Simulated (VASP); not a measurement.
A run of VASP 6.6.1 is set up as follows.

The input INCAR:

```
PREC     = Accurate       # precision mode
ENCUT    = 520            # plane-wave cutoff, eV
EDIFF    = 1E-7           # SCF threshold, eV
ISMEAR   = -1             # smearing method
SIGMA    = 0.05           # smearing width, eV
LREAL    = False          # projectors in reciprocal space
LASPH    = True           # aspherical terms in the spheres
NELM     = 60             # most SCF steps
ALGO     = Normal         # electronic algorithm
ISIF     = 2              # what is computed and relaxed
LWAVE    = False          # write WAVECAR
LCHARG   = False          # write CHGCAR
NBANDS   = 10             # bands
```

Contents of KPOINTS:

```
regular mesh
0
Gamma
  9 9 9
```

File POSCAR:

```
MgB
1.0
    2.8951500000      0.0000000000      0.0000000000
    0.0000000000      2.8951500000      0.0000000000
    0.0000000000      0.0000000000      2.8951500000
Mg B
1 1
Direct
    0.0000000000      0.0000000000      0.0000000000
    0.5000000000      0.5000000000      0.5000000000
```

Potentials or basis: VASP PAW LDA potentials, release 64 (Mg, B).

Command:

```bash
$ cat potpaw_LDA.64/Mg/POTCAR potpaw_LDA.64/B/POTCAR > POTCAR
$ mpirun -np 1 vasp_std > vasp.out
```

Question: Estimate the pressure.

Answer: -5.7 GPa.
